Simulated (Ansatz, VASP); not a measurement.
Two plane-wave programs on BN

INCAR

```
PREC     = Accurate       # precision mode
ENCUT    = 520            # plane-wave cutoff, eV
EDIFF    = 1E-6           # SCF threshold, eV
ISMEAR   = 0              # smearing method
SIGMA    = 0.05           # smearing width, eV
LREAL    = False          # projectors in reciprocal space
LASPH    = True           # aspherical terms in the spheres
NELM     = 60             # most SCF steps
ALGO     = Normal         # electronic algorithm
ISIF     = 2              # what is computed and relaxed
LWAVE    = False          # write WAVECAR
LCHARG   = True           # write CHGCAR
GGA      = PS             # functional
LELF     = True           # ELF
LVHAR    = True         
NBANDS   = 11             # bands
```

Contents of KPOINTS:

```
regular mesh
0
Gamma
  12 12 12
```

Contents of POSCAR:

```
BN
1.0
    0.0000000000      3.4953158300      2.1660912400
    1.2516321000      0.0000000000      2.1660912400
    1.2516321000      3.4953158300      0.0000000000
B N
1 1
Direct
    0.0692978105      0.0692978105      0.9307021895
    0.6666513400      0.6666513400      0.3333486600
```

Input for Ansatz:

```yaml
crystal:
  lattice:
    - [0.0, 3.49531583, 2.16609124]
    - [1.2516321, 0.0, 2.16609124]
    - [1.2516321, 3.49531583, 0.0]
  atoms:
    - { symbol: B, position: [0.0692978105, 0.0692978105, 0.9307021895] }
    - { symbol: "N", position: [0.66665134, 0.66665134, 0.33334866] }
basis:
  ecutwfc: 420
kpoints:
  mp_grid: { grid: [12, 12, 12] }
hamiltonian:
  xc: pbesol
scf:
  occupations: { method: gaussian, width: 0.05 }
output:
  forces: true
  stress: true
  eigenvalues: true
```

Change from the starting cell: all B atoms moved +0.300 Å, as atom 1 along Cartesian [0 0 1].

Alike in both runs: task single point; functional PBEsol; k mesh 12 × 12 × 12; occupations gaussian, width 0.05 eV; no spin polarisation.

|  | VASP | Ansatz |
| --- | --- | --- |
| version | VASP 6.6.1 | Ansatz 0.2.0 |
| potentials or method | VASP PAW PBE potentials, release 64 (B, N), cutoff 520 eV | scalar-relativistic, plane waves, PAW |
| valence electrons in the cell | 8 | 8 |

Ansatz gave:

| Property | Result |
| --- | --- |
| gap on the k mesh at the Fermi level (eV) | 2.08 |
| least direct gap on the mesh (eV) | 3.00 |
| pressure (GPa) | 23.1 |
| traceless stress, the component that is largest in VASP (GPa) | 37.91 |
| rms of the force components (eV/Å) | 3.750 |

Q: Which values does VASP return?

A: gap on the k mesh at the Fermi level (eV): 2.06; least direct gap on the mesh (eV): 2.99; pressure (GPa): 23.1; traceless stress, the component that is largest in VASP (GPa): 38.11; rms of the force components (eV/Å): 3.741.

VASP's potentials were made for PBE, not for PBEsol. Atom by atom the forces differ by 0.009 eV/Å (rms over components).
